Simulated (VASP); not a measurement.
## MgS: single point with PBE

Crystal: MgS.

```
Mg S
1.0
     0.00000    2.81100    2.81100
     2.81100    0.00000    2.81100
     2.81100    2.81100    0.00000
Mg S
1 1
Direct
  0.00000 0.00000 0.00000
  0.25000 0.25000 0.25000
```

```
Program             : VASP 6.6.1
Task                : single point
Functional          : PBE
Potentials or basis : VASP PAW PBE potentials, release 64 (Mg, S)
Cutoff              : 600 eV
k mesh              : 4 × 4 × 4
Occupations         : gaussian, width 0.01 eV
Spin                : no spin polarisation
```

| Item | Value |
| --- | --- |
| Pressure | 2.4 GPa |
| Band gap on the k mesh | 3.56 eV, direct |

Levels at points of the mesh, in eV from the valence-band top:
| k point | band 2 | band 3 | band 4 | band 5 | band 6 | band 7 |
| --- | --- | --- | --- | --- | --- | --- |
| (0.00, 0.00, 0.00) | 0.00 | 0.00 | 0.00 | 3.56 | 8.00 | 8.00 |
| (0.50, 0.00, 0.00) | -3.20 | -0.33 | -0.33 | 5.19 | 7.66 | 7.66 |
| (0.50, 0.50, 0.00) | -2.87 | -1.06 | -1.06 | 3.86 | 5.67 | 11.36 |

It took 6 s on 1 thread of Intel Xeon 6975P-C (shared host), peak memory 0.17 GiB.

Caveat: the k points lie up to 0.48 Å⁻¹ apart. A k mesh can miss the band edges.
